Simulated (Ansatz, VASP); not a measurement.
# One calculation of BaZrO3, two programs

INCAR

```
  PREC = Accurate
  ENCUT = 600
  EDIFF = 1E-6
  ISMEAR = 0
  SIGMA = 0.02
  LREAL = False
  LASPH = True
  NELM = 120
  ALGO = Normal
  ISIF = 2
  LWAVE = False
  LCHARG = False
  GGA = PS
  NBANDS = 28
  GGA_COMPAT = False
```

Contents of KPOINTS:

```
regular mesh
0
Gamma
  6 6 6
```

File POSCAR:

```
BaZrO3
1.0
    4.1807186150      0.0000000000      0.0000000000
    0.0000000000      4.1807186150      0.0000000000
    0.0000000000      0.0000000000      4.1807186150
Ba Zr O
1 1 3
Direct
    0.0000000000      0.0000000000      0.0000000000
    0.5000000000      0.5000000000      0.5000000000
    0.5000000000      0.0000000000      0.5000000000
    0.5000000000      0.5000000000      0.0000000000
    0.0000000000      0.5000000000      0.5000000000
```

Input for Ansatz:

```yaml
crystal:
  lattice:
    - [4.180718615, 0.0, 0.0]
    - [0.0, 4.180718615, 0.0]
    - [0.0, 0.0, 4.180718615]
  atoms:
    - { symbol: Ba, position: [0.0, 0.0, 0.0] }
    - { symbol: Zr, position: [0.5, 0.5, 0.5] }
    - { symbol: O, position: [0.5, 0.0, 0.5] }
    - { symbol: O, position: [0.5, 0.5, 0.0] }
    - { symbol: O, position: [0.0, 0.5, 0.5] }
basis:
  ecutwfc: 600.0
kpoints:
  mp_grid: { grid: [6, 6, 6] }
hamiltonian:
  xc: pbesol
  pseudopotentials: { kind: paw, azcp: { folder: soft_1 } }
scf:
  occupations: { method: gaussian, width: 0.02 }
output:
  forces: true
  stress: true
  eigenvalues: true
```

Alike in both runs: task single point; functional PBEsol; k mesh 6 × 6 × 6; occupations gaussian, width 0.02 eV; no spin polarisation.

```csv
,VASP,Ansatz
version,VASP 6.6.1,Ansatz 0.2.0
potentials or method,"VASP PAW PBE potentials, release 64 (Ba_sv, Zr_sv, O), cutoff 600 eV","scalar-relativistic, plane waves, PAW"
valence electrons in the cell,40,40
```

```csv
,VASP,Ansatz,Ansatz less VASP
gap on the k mesh at the Fermi level (eV),3.12,3.18,+0.058
least direct gap on the mesh (eV),3.34,3.36,+0.024
pressure (GPa),1.0,0.0,-1.04
```

VASP's potentials were made for PBE, not for PBEsol, and Ansatz warns of the same on its side.

Spin-orbit coupling is off throughout.
